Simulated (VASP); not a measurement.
A run of VASP 6.6.1 is set up as follows.

INCAR

```
SYSTEM = Bi
PREC = Accurate
ENCUT = 520
EDIFF = 1E-6
ISMEAR = 0
SIGMA = 0.1
LREAL = .False.
LASPH = .True.
NELM = 80
ALGO = Fast
ISIF = 2
LWAVE = .False.
LCHARG = .False.
GGA = PE
NBANDS = 22
```

KPOINTS

```
Automatic mesh
0
Gamma
  12 12 12
  0 0 0
```

Contents of POSCAR:

```
Bi
1.0
    2.3416897287      1.3519751952      3.8362498800
   -2.3416897287      1.3519751952      3.8362498800
    0.0000000000     -2.7039503903      3.8362498800
Bi
2
Direct
    0.2389481689      0.2389481689      0.2389481689
    0.7610518311      0.7610518311      0.7610518311
```

Potentials or basis: VASP PAW PBE potentials, release 64 (Bi_d).

Command:

```bash
$ cat potpaw_PBE.64/Bi_d/POTCAR > POTCAR
$ mpirun -np 1 vasp_std > vasp.out
```

(1) Estimate the pressure.

(2) What does it give for the band gap on the k mesh?

(3) What does it give for the largest force?

## Answers

(1) -0.8 GPa.

(2) zero (band 15 reaches 5.88 eV, above the bottom of band 16 at 5.65 eV).

(3) 0.210 eV/Å.

Caveat: the cell differs from its parent crystal (strained and its atoms moved); spin-orbit coupling is left out, which moves the levels of the heavy elements.
